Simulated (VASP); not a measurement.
## SnSe: single point with PBE

Crystal: SnSe.

```xyz
2
Lattice="0.0000 3.0100 3.0100 3.0100 0.0000 3.0100 3.0100 3.0100 0.0000" Properties=species:S:1:pos:R:3 pbc="T T T"
Sn    0.0000    0.0000    0.0000
Se    3.0100    3.0100    3.0100
```

```
Program                : VASP 6.6.1
Task                   : single point
Functional             : PBE
Potentials or basis    : VASP PAW PBE potentials, release 64 (Sn_d, Se)
Cutoff                 : 520 eV
k mesh                 : 6 × 6 × 6
Occupations            : fermi-dirac, width 0.05 eV
Spin                   : non-collinear spin, zero start, spin-orbit coupling
Starting moments       : [[0.0, 0.0, 0.0], [0.0, 0.0, 0.0]] μB
Dipole correction      : no
Further INCAR settings : ALGO = Normal; EDIFF = 1e-06; NBANDS = 32
```

```
Pressure                                              : 0.6 GPa
Net moment                                            : 0.00 μB per cell
Valence electrons inside the program's atomic spheres : Sn 12.04; Se 3.79
```

Moments on the atoms (μB; x, y, z):
```
Sn  0.00 0.00 0.00
Se  0.00 0.00 0.00
```

Run time: 56 s on 1 thread of AMD EPYC 7R43 64-Core Processor (Zen 3), on a shared host, peak memory 0.28 GiB.
